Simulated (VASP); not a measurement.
Write the native input for VASP 6.6.1 that does the following.

| Item | Value |
| --- | --- |
| Task | single point |
| Functional | PBE |
| Potentials or basis | VASP PAW PBE potentials, release 64 (Nd, B) |
| Cutoff | 520 eV |
| k mesh | 6 × 6 × 6 |
| Occupations | gaussian, width 0.05 eV |
| Spin | collinear spin, ferromagnetic start |
| Starting moments | [3.0, 0.0] μB |
| Dipole correction | no |
| Further INCAR settings | ALGO = Normal; EDIFF = 1e-07; NBANDS = 20 |

The structure of NdB lies in POSCAR:

```
NdB
1.0
    0.0000000000      2.6735412899      2.6735412899
    2.6735412899      0.0000000000      2.6735412899
    2.6735412899      2.6735412899      0.0000000000
Nd B
1 1
Direct
    0.5000000000      0.5000000000      0.5000000000
    0.0000000000      0.0000000000      0.0000000000
```

The input as run:

INCAR

```
SYSTEM = NdB
PREC     = Accurate       ! precision mode
ENCUT    = 520            ! plane-wave cutoff, eV
EDIFF    = 1E-7           ! SCF threshold, eV
ISMEAR   = 0              ! smearing method
SIGMA    = 0.05           ! smearing width, eV
LREAL    = .FALSE.        ! projectors in reciprocal space
LASPH    = .TRUE.         ! aspherical terms in the spheres
NELM     = 150            ! most SCF steps
ALGO     = Normal         ! electronic algorithm
ISIF     = 2              ! what is computed and relaxed
LWAVE    = .FALSE.        ! write WAVECAR
LCHARG   = .FALSE.        ! write CHGCAR
ISPIN    = 2              ! spin polarisation
MAGMOM   = 3 0            ! initial moments
LORBIT   = 11             ! projections on sites
LMAXMIX  = 6              ! l up to which the mixer works
GGA      = PE             ! functional
NBANDS   = 20             ! bands
```

KPOINTS

```
Automatic mesh
0
G
  6 6 6
  0 0 0
```

Potentials or basis: VASP PAW PBE potentials, release 64 (Nd, B).

Run with:

```console
$ cat potpaw_PBE.64/Nd/POTCAR potpaw_PBE.64/B/POTCAR > POTCAR
$ mpirun -np 1 vasp_std > vasp.out
```

Results of the run:

The pressure is 5.7 GPa and the net moment is 4.18 μB per cell. The site moments are Nd +3.08; B +0.24 μB and the valence electrons inside the program's atomic spheres are Nd 11.11; B 1.68.

Caveat: the magnetic or orbital state may not be the lowest.

Run time: 56 s on 1 thread of AMD EPYC 7R43 64-Core Processor (Zen 3) (shared host), peak memory 0.16 GiB.
